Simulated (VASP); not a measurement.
**Li3LaCd2: single point with r2SCAN**

Li3LaCd2:

```
Li La Cd
1.0
     4.83836    0.00000    0.00000
    -2.41918    4.19015    0.00000
     0.00000    0.00000    6.94099
Li La Cd
3 1 2
Direct
  0.33333 0.66667 0.66789
  0.66667 0.33333 0.33211
  0.00000 0.00000 0.50000
  0.00000 0.00000 0.00000
  0.33333 0.66667 0.27100
  0.66667 0.33333 0.72900
```

| Quantity | Value |
| --- | --- |
| Program | VASP 6.6.1 |
| Task | single point |
| Functional | r2SCAN |
| Potentials or basis | VASP PAW PBE potentials, release 64 (Li_sv, La, Cd) |
| Cutoff | 520 eV |
| k mesh | 5 × 5 × 3 |
| Occupations | fermi-dirac, width 0.1 eV |
| Spin | no spin polarisation |
| Dipole correction | no |
| Further INCAR settings | ALGO = Normal; EDIFF = 1e-06; NBANDS = 31 |

The largest force is 0.115 eV/Å. The band gap on the k mesh is zero (band 22 reaches 3.48 eV, above the bottom of band 23 at 2.97 eV).

Forces on the atoms (eV/Å):
```
Li   0.000  0.000  0.115
Li   0.000  0.000 -0.115
Li   0.000  0.000  0.000
La   0.000  0.000  0.000
Cd   0.000  0.000  0.018
Cd   0.000  0.000 -0.018
```

Levels at points of the mesh, in eV from the Fermi level:
```tsv
k point	band 19	band 20	band 21	band 22	band 23	band 24	band 25	band 26
(0.00, 0.00, 0.00)	-3.07	-2.17	0.20	0.20	1.49	1.53	1.53	1.64
```

It took 4.9 min on 1 thread of AMD EPYC 7R13 Processor (Zen 3), on a shared host, peak memory 0.28 GiB.

Caveat: the PAW data sets were made with another functional, which shifts forces and pressure a little; spin-orbit coupling is left out, which moves the levels of the heavy elements.
